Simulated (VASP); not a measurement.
The system is C.

```xyz
1
Lattice="-1.1826 1.1826 1.1826 1.1826 -1.1826 1.1826 1.1826 1.1826 -1.1826" Properties=species:S:1:pos:R:3 pbc="T T T"
C     0.0000    0.0000    0.0000
```

| Quantity | Value |
| --- | --- |
| Program | VASP 6.6.1 |
| Task | relaxation of cell and atoms |
| Functional | PBEsol |
| Potentials or basis | VASP PAW PBE potentials, release 64 (C) |
| Cutoff | 600 eV |
| k mesh | 18 × 18 × 18 |
| Occupations | fermi-dirac, width 0.1 eV |
| Spin | no spin polarisation |

At the start: pressure -5.4 GPa; volume 6.62 Å³/atom.

Q: How do energy, volume and symmetry change on relaxing?

A: Over 3 steps the energy falls by 3.0 meV/atom and the volume is 6.44 Å³/atom (-2.7 %); space group Im-3m (No. 229, to 0.05 Å).

The path:
```
step  energy change (eV)  largest force (eV/Å)  pressure (GPa)  volume (Å³)
   1              0.0000                0.0000           -5.40         6.62
   2             -0.0029                0.0000            1.19         6.40
   3             -0.0030                0.0000            0.00         6.44
```

Final structure:
```yaml
crystal:
  lattice:
    - [-1.17206, 1.17206, 1.17206]
    - [1.17206, -1.17206, 1.17206]
    - [1.17206, 1.17206, -1.17206]
  atoms:
    - { symbol: C, position: [0.00000, 0.00000, 0.00000] }
```

Caveat: the PAW data sets were made with another functional, which shifts forces and pressure a little.
